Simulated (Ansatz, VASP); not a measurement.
## Si in VASP and in Ansatz

INCAR

```
SYSTEM = Si
PREC = Accurate
ENCUT = 600
EDIFF = 1E-6
ISMEAR = -1
SIGMA = 0.1
LREAL = .FALSE.
LASPH = .TRUE.
NELM = 100
ALGO = Normal
ISIF = 3
LWAVE = .FALSE.
LCHARG = .FALSE.
GGA = PE
IBRION = 2
NSW = 80
EDIFFG = -0.01
```

The input KPOINTS:

```
Automatic mesh
0
G
  13 13 4
  0 0 0
```

Contents of POSCAR:

```
Si
1.0
    2.7691764586      0.0000000000      0.0000000000
   -1.3845882293      2.3981771607      0.0000000000
    0.0000000000      0.0000000000      9.0441303138
Si
4
Direct
    0.0000000000      0.0000000000      0.0000000000
    0.0000000000      0.0000000000      0.5000000000
    0.3333333333      0.6666666667      0.2500000000
    0.6666666667      0.3333333333      0.7500000000
```

Input for Ansatz:

```yaml
crystal:
  lattice:
    - [2.7691764586, 0.0, 0.0]
    - [-1.3845882293, 2.3981771607, 0.0]
    - [0.0, 0.0, 9.0441303138]
  atoms:
    - { symbol: Si, position: [0.0, 0.0, 0.0] }
    - { symbol: Si, position: [0.0, 0.0, 0.5] }
    - { symbol: Si, position: [0.3333333333, 0.6666666667, 0.25] }
    - { symbol: Si, position: [0.6666666667, 0.3333333333, 0.75] }
hamiltonian:
  xc: pbe
  pseudopotentials:
    kind: paw
    azcp:
      Si: "pseudopotentials/Si.paw.azcp"
basis:
  ecutwfc: 420
  fft_grid_basis: typed
kpoints:
  mp_grid: { grid: [13, 13, 4], shift: [0, 0, 0] }
magnetization:
  spin_polarized: false
scf:
  occupations: { method: fermi_dirac, width: 0.1 }
relax:
  max_steps: 60
  f_tol: 0.01
  cell: {}
```

Alike in both runs: task relaxation of cell and atoms; functional PBE; k mesh 13 × 13 × 4; occupations fermi-dirac, width 0.1 eV; no spin polarisation.

|  | VASP | Ansatz |
| --- | --- | --- |
| version | VASP 6.6.1 | Ansatz 0.2.0 |
| potentials or method | VASP PAW PBE potentials, release 64 (Si), cutoff 600 eV | plane waves (420 eV) with PAW, scalar-relativistic |
| valence electrons in the cell | 16 | 16 |

VASP gave:

```
relaxed volume (Å³/atom)                                     : 14.42
relaxed cell length with the largest relative difference (Å) : 2.718
```

**Question.** Estimate Ansatz's values.

**Answer.** Relaxed volume (Å³/atom): 14.44; relaxed cell length with the largest relative difference (Å): 2.719.

Noted on VASP's run: too few bands were computed for a metal, which touches its energy and stress.
